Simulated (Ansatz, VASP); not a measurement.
# Two plane-wave programs on Pt

```
Pt
1.0
     0.00000    0.00000    5.47154
    -3.40069    3.40069    2.73577
    -3.40069   -3.40069    2.73577
Pt
8
Direct
  0.25000 0.00000 0.00000
  0.25000 0.00000 0.50000
  0.75000 0.50000 0.00000
  0.75000 0.50000 0.50000
  0.25000 0.50000 0.00000
  0.25000 0.50000 0.50000
  0.75000 0.00000 0.00000
  0.75000 0.00000 0.50000
```

Alike in both runs: task single point; functional PBE; k mesh 6 × 6 × 6; occupations gaussian, width 0.2 eV; no spin polarisation.

|  | VASP | Ansatz |
| --- | --- | --- |
| version | VASP 6.6.1 | Ansatz 0.2.0 |
| potentials or method | VASP PAW PBE potentials, release 64 (Pt), cutoff 520 eV | scalar-relativistic, plane waves, PAW |
| valence electrons in the cell | 80 | 144 |

Ansatz gave:

- gap on the k mesh at the Fermi level (eV): none
- pressure (GPa): 0.0
- traceless stress, the component that is largest in VASP (GPa): 0.11

Task: What did VASP give for the same quantities?

Result: gap on the k mesh at the Fermi level (eV): none; pressure (GPa): -0.5; traceless stress, the component that is largest in VASP (GPa): 0.11.

A gap of «none» marks a metal or a gap that the smearing closes. With one functional, cell and mesh, what is left measures potentials, basis and numerics. VASP's potentials hold 80 valence electrons a cell and Ansatz's 144, so a difference there can come from the potentials and not from the codes.

Spin-orbit coupling is off throughout.
